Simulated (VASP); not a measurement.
# BaTiO3 (Pm-3m) in VASP: single point with PBE

Aim: the single point of BaTiO3 with PBE.

All numbers are computed with VASP 6.6.1; they aren't measurements. Logs are shortened: lines on timing, memory, paths and dates and some standing lists are left out, and cuts for length are marked.

**1. The cell of the first run**

It takes space group Pm-3m (No. 221, cubic). Conventional cell: a = 4.006 Å, b = 4.006 Å, c = 4.006 Å, α = 90.00°, β = 90.00°, γ = 90.00°. Within 3.7 Å of Ba (site symmetry m-3m) lie 12 O at 2.83 Å and 8 Ti at 3.47 Å. Within 2.7 Å of Ti (site symmetry m-3m) lie 6 O at 2.00 Å. Within 2.7 Å of O (site symmetry 4/mmm) lie 2 Ti at 2.00 Å.

**2. Single point, PBE**

Contents of INCAR:

```
PREC = Accurate ; ENCUT = 520
EDIFF = 1E-6 ; ISMEAR = 0
SIGMA = 0.05 ; LREAL = Auto
LASPH = True ; NELM = 80
ALGO = Normal ; ISIF = 2
LWAVE = False ; LCHARG = False
GGA = PE ; NBANDS = 186
```

Contents of KPOINTS:

```
regular mesh
0
Gamma
  2 2 2
```

Contents of POSCAR:

```
BaTiO3
1.0
    8.0120000000      0.0000000000      0.0000000000
    0.0000000000      8.0120000000      0.0000000000
    0.0000000000      0.0000000000      8.0120000000
Ba Ti O
8 8 24
Direct
    0.2500000000      0.2500000000      0.2500000000
    0.2500000000      0.2500000000      0.7500000000
    0.2500000000      0.7500000000      0.2500000000
    0.2500000000      0.7500000000      0.7500000000
    0.7500000000      0.2500000000      0.2500000000
    0.7500000000      0.2500000000      0.7500000000
    0.7500000000      0.7500000000      0.2500000000
    0.7500000000      0.7500000000      0.7500000000
    0.0000000000      0.0000000000      0.0000000000
    0.0000000000      0.0000000000      0.5000000000
    0.0000000000      0.5000000000      0.0000000000
    0.0000000000      0.5000000000      0.5000000000
    0.5000000000      0.0000000000      0.0000000000
    0.5000000000      0.0000000000      0.5000000000
    0.5000000000      0.5000000000      0.0000000000
    0.5000000000      0.5000000000      0.5000000000
    0.2500000000      0.0000000000      0.0000000000
    0.2500000000      0.0000000000      0.5000000000
    0.2500000000      0.5000000000      0.0000000000
    0.2500000000      0.5000000000      0.5000000000
    0.7500000000      0.0000000000      0.0000000000
    0.7500000000      0.0000000000      0.5000000000
    0.7500000000      0.5000000000      0.0000000000
    0.7500000000      0.5000000000      0.5000000000
    0.0000000000      0.2500000000      0.0000000000
    0.0000000000      0.2500000000      0.5000000000
    0.0000000000      0.7500000000      0.0000000000
    0.0000000000      0.7500000000      0.5000000000
    0.5000000000      0.2500000000      0.0000000000
    0.5000000000      0.2500000000      0.5000000000
    0.5000000000      0.7500000000      0.0000000000
    0.5000000000      0.7500000000      0.5000000000
    0.0000000000      0.0000000000      0.2500000000
    0.0000000000      0.0000000000      0.7500000000
    0.0000000000      0.5000000000      0.2500000000
    0.0000000000      0.5000000000      0.7500000000
    0.5000000000      0.0000000000      0.2500000000
    0.5000000000      0.0000000000      0.7500000000
    0.5000000000      0.5000000000      0.2500000000
    0.5000000000      0.5000000000      0.7500000000
```

Potentials or basis: VASP PAW PBE potentials, release 64 (Ba_sv, Ti_sv, O).

On the command line:

```console
> cat potpaw_PBE.64/Ba_sv/POTCAR potpaw_PBE.64/Ti_sv/POTCAR potpaw_PBE.64/O/POTCAR > POTCAR
> mpirun -np 1 vasp_std > vasp.out
```

OUTCAR:

```text
PREC = Accurate
   ENCUT = 520
   EDIFF = 1E-6
   ISMEAR = 0
   LREAL = Auto
   LASPH = True
   NELM = 80
   ISIF = 2
   GGA = PE

 ion  position               nearest neighbor table
   1  0.250  0.250  0.250-  17 2.83  18 2.83  19 2.83  20 2.83  25 2.83  26 2.83  29 2.83  30 2.83
                            33 2.83  35 2.83  37 2.83  39 2.83  13 3.47  14 3.47  15 3.47  16 3.47
   2  0.250  0.250  0.750-  17 2.83  18 2.83  19 2.83  20 2.83  25 2.83  26 2.83  29 2.83  30 2.83
                            34 2.83  36 2.83  38 2.83  40 2.83  13 3.47  14 3.47  15 3.47  16 3.47
   3  0.250  0.750  0.250-  17 2.83  18 2.83  19 2.83  20 2.83  27 2.83  28 2.83  31 2.83  32 2.83
                            33 2.83  35 2.83  37 2.83  39 2.83  13 3.47  14 3.47  15 3.47  16 3.47
   4  0.250  0.750  0.750-  17 2.83  18 2.83  19 2.83  20 2.83  27 2.83  28 2.83  31 2.83  32 2.83
                            34 2.83  36 2.83  38 2.83  40 2.83  13 3.47  14 3.47  15 3.47  16 3.47
   5  0.750  0.250  0.250-  21 2.83  22 2.83  23 2.83  24 2.83  25 2.83  26 2.83  29 2.83  30 2.83
                            33 2.83  35 2.83  37 2.83  39 2.83  13 3.47  14 3.47  15 3.47  16 3.47
   6  0.750  0.250  0.750-  21 2.83  22 2.83  23 2.83  24 2.83  25 2.83  26 2.83  29 2.83  30 2.83
                            34 2.83  36 2.83  38 2.83  40 2.83  13 3.47  14 3.47  15 3.47  16 3.47
   7  0.750  0.750  0.250-  21 2.83  22 2.83  23 2.83  24 2.83  27 2.83  28 2.83  31 2.83  32 2.83
                            33 2.83  35 2.83  37 2.83  39 2.83  13 3.47  14 3.47  15 3.47  16 3.47
   8  0.750  0.750  0.750-  21 2.83  22 2.83  23 2.83  24 2.83  27 2.83  28 2.83  31 2.83  32 2.83
                            34 2.83  36 2.83  38 2.83  40 2.83  13 3.47  14 3.47  15 3.47  16 3.47
   9  0.000  0.000  0.000-  17 2.00  21 2.00  25 2.00  27 2.00  33 2.00  34 2.00   7 3.47   8 3.47
[... 45 lines left out ...]
 A1 = (   8.0120000000,   0.0000000000,   0.0000000000)
 A2 = (   0.0000000000,   8.0120000000,   0.0000000000)
 A3 = (   0.0000000000,   0.0000000000,   8.0120000000)

Analysis of symmetry for initial positions (statically):
=====================================================================
 Subroutine PRICEL returns following result:

  LATTYP: Found a simple cubic cell.
 ALAT       =     4.0060000000

  Lattice vectors:

 A1 = (   4.0060000000,   0.0000000000,   0.0000000000)
 A2 = (   0.0000000000,   4.0060000000,   0.0000000000)
 A3 = (   0.0000000000,   0.0000000000,   4.0060000000)

   8 primitive cells build up your supercell.

 Routine SETGRP: Setting up the symmetry group for a
 simple cubic supercell.

 Subroutine GETGRP returns: Found 48 space group operations
 (whereof 48 operations were pure point group operations)
 out of a pool of 48 trial point group operations.

The static configuration has the point symmetry O_h .

[... 118 lines left out ...]
   NELECT =     320.0000    total number of electrons
   NUPDOWN=      -1.0000    fix difference up-down
   EMIN   =  10.00;   EMAX   =-10.00  energy-range for DOS
   EFERMI =   0.00;   METHOD = LEGACY
   ISMEAR =     0;   SIGMA  =   0.05  broadening in eV -4-tet -1-fermi 0-gaus
   EFERMI_NEDOS =   21; number of points for ismear=-14 and -15
   IALGO  =     38    algorithm
   IMIX   =      4    mixing-type and parameters
     AMIX     =   0.40;   BMIX     =  1.00
     AMIX_MAG =   1.60;   BMIX_MAG =  1.00
  volume/ion in A,a.u.               =      12.86        86.77
  Fermi-wavevector in a.u.,A,eV,Ry     =   1.397603  2.641087 26.576187  1.953295
  Thomas-Fermi vector in A             =   2.520843
   LORBIT       =      0    0 simple, 1 ext, 2 COOP (PROOUT), +10 PAW based schemes
   GGA     = PE    functional components
   LHFCALC =     F    Hartree Fock is set to
   AEXX    =    0.0000 exact exchange contribution
   IVDW    =     0    specifies the selected vdW correction
   LEPSILON=     F    determine dielectric tensor
   LRPA    =     F    only Hartree local field effects (RPA)
 non-spin polarized calculation
 Gauss-broadening in eV      SIGMA  =   0.05
  energy-cutoff  :      520.00
  volume of cell :      514.31
 maximum number of plane-waves:     13854
 NGX is ok and might be reduce to    60
   NGX = 29   NGY = 29   NGZ = 29

 number of electron     319.9999808 magnetization

 Free energy of the ion-electron system (eV)
  ---------------------------------------------------
  ext. energy  EPLUGINS =         0.00000000
  ---------------------------------------------------
  free energy    TOTEN  =      -319.64731705 eV

  energy without entropy =     -319.64731705  energy(sigma->0) =     -319.64731705

 E-fermi :   4.1395     XC(G=0): -11.2464

 val. band max:        3.8185646420   @ k =   0.0000   0.0000   0.0000
 cond. band min:       5.5397262408   @ k =   0.0000   0.0000   0.0000
 fundamental gap:      1.7211615987
 Fermi energy:         4.1394547320

 k-point     1 :       0.0000    0.0000    0.0000
  band No.  band energies     occupation
      1     -52.8556      2.00000
      2     -52.8546      2.00000
      3     -52.8546      2.00000
      4     -52.8546      2.00000
      5     -52.8536      2.00000
      6     -52.8536      2.00000
[... 689 lines left out ...]
    171       6.9547      0.00000
    172       6.9547      0.00000
 [bands above 172 left out]

------------------------ aborting loop because EDIFF is reached ----------------------------------------

  FORCE on cell =-STRESS in cart. coord.  units (eV):
  Direction    XX          YY          ZZ          XY          YZ          ZX
  --------------------------------------------------------------------------------------
  -------------------------------------------------------------------------------------
  Total       10.9446853     10.9446853     10.9446853     -0.0000000      0.0000000     -0.0000000
  in kB       34.0950269     34.0950269     34.0950269     -0.0000000      0.0000000     -0.0000000
  external PRESSURE =      34.0950269 kB  Pullay stress =       0.0000000 kB

 VOLUME and BASIS-vectors are now :
 -----------------------------------------------------------------------------
  energy-cutoff  :      520.00
  volume of cell :      514.31
      direct lattice vectors                 reciprocal lattice vectors
     8.012000000  0.000000000  0.000000000     0.124812781  0.000000000  0.000000000
     0.000000000  8.012000000  0.000000000     0.000000000  0.124812781  0.000000000
     0.000000000  0.000000000  8.012000000     0.000000000  0.000000000  0.124812781

 POSITION                                       TOTAL-FORCE (eV/Angst)
 -----------------------------------------------------------------------------------
      2.00300      2.00300      2.00300         0.000000      0.000000      0.000000
      2.00300      2.00300      6.00900        -0.000000      0.000000     -0.000000
      2.00300      6.00900      2.00300         0.000000      0.000000      0.000000
      2.00300      6.00900      6.00900         0.000000     -0.000000      0.000000
      6.00900      2.00300      2.00300        -0.000000     -0.000000      0.000000
      6.00900      2.00300      6.00900        -0.000000      0.000000      0.000000
[... 32 lines left out ...]
      4.00600      4.00600      2.00300         0.000000      0.000000     -0.000000
      4.00600      4.00600      6.00900         0.000000      0.000000      0.000000
 -----------------------------------------------------------------------------------
    total drift:                                0.000000     -0.000000      0.000000

  FREE ENERGIE OF THE ION-ELECTRON SYSTEM (eV)
  ---------------------------------------------------
  free  energy   TOTEN  =      -319.6473170538 eV

  energy  without entropy=     -319.6473170538  energy(sigma->0) =     -319.64731705
```

stdout:

```text
POSCAR found type information on POSCAR BaTiO
 POSCAR found :  3 types and      40 ions
 scaLAPACK will be used
 LDA part: xc-table for (Slater+PW92), standard interpolation
 POSCAR, INCAR and KPOINTS ok, starting setup
 FFT: planning ... GRIDC
 FFT: planning ... GRID_SOFT
 FFT: planning ... GRID
 WAVECAR not read
 entering main loop
```

Run time: 29 min. Hardware: 1 thread of Intel Xeon 8259CL, shared host; peak memory 0.65 GiB.

Results:

```
Free energy            : -319.6473 eV
Pressure               : 3.4 GPa
Band gap on the k mesh : 1.72 eV
```

Caveat: the cell stands under pressure; spin-orbit coupling is left out, which moves the levels of the heavy elements.
